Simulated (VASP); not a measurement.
A run of VASP 6.6.1:

Contents of POSCAR:

```
InP
1.0
    0.0000000000      2.8231386496      2.8231386496
    2.8231386496      0.0000000000      2.8231386496
    2.8231386496      2.8231386496      0.0000000000
In P
1 1
Direct
    0.0000000000      0.0000000000      0.0000000000
    0.5000000000      0.5000000000      0.5000000000
```

The input INCAR.step1:

```
  PREC = Accurate
  ENCUT = 520
  EDIFF = 1E-5
  ISMEAR = -1
  SIGMA = 0.05
  LREAL = F
  LASPH = T
  NELM = 80
  ALGO = Normal
  ISIF = 2
  LWAVE = T
  LCHARG = F
  GGA = PE
  NBANDS = 16
```

File INCAR.step2:

```
  PREC = Accurate
  ENCUT = 520
  EDIFF = 1E-7
  ISMEAR = -1
  SIGMA = 0.05
  LREAL = F
  LASPH = T
  NELM = 80
  ALGO = Normal
  ISIF = 2
  LWAVE = F
  LCHARG = F
  GGA = PE
  LHFCALC = T
  HFSCREEN = 0.2079
  PRECFOCK = Normal
  ISTART = 1
  NBANDS = 16
```

Contents of KPOINTS:

```
Automatic mesh
0
Gamma
  6 6 6
```

Potentials or basis: VASP PAW PBE potentials, release 64 (In_d, P).

Launch:

```console
$ cat potpaw_PBE.64/In_d/POTCAR potpaw_PBE.64/P/POTCAR > POTCAR
$ cp INCAR.step1 INCAR
$ mpirun -np 1 vasp_std > vasp.out
$ cp INCAR.step2 INCAR
$ mpirun -np 1 vasp_std > vasp.out
```

Hardware: 1 thread of Intel(R) Xeon(R) Platinum 8259CL CPU @ 2.50GHz (Skylake/Cascade Lake) (shared host).

Task: Estimate the wall time of this run.

Result: Wall time 58 min on 1 thread of Intel(R) Xeon(R) Platinum 8259CL CPU @ 2.50GHz (Skylake/Cascade Lake) (shared host), peak memory 0.29 GiB. Counts: k points 16.
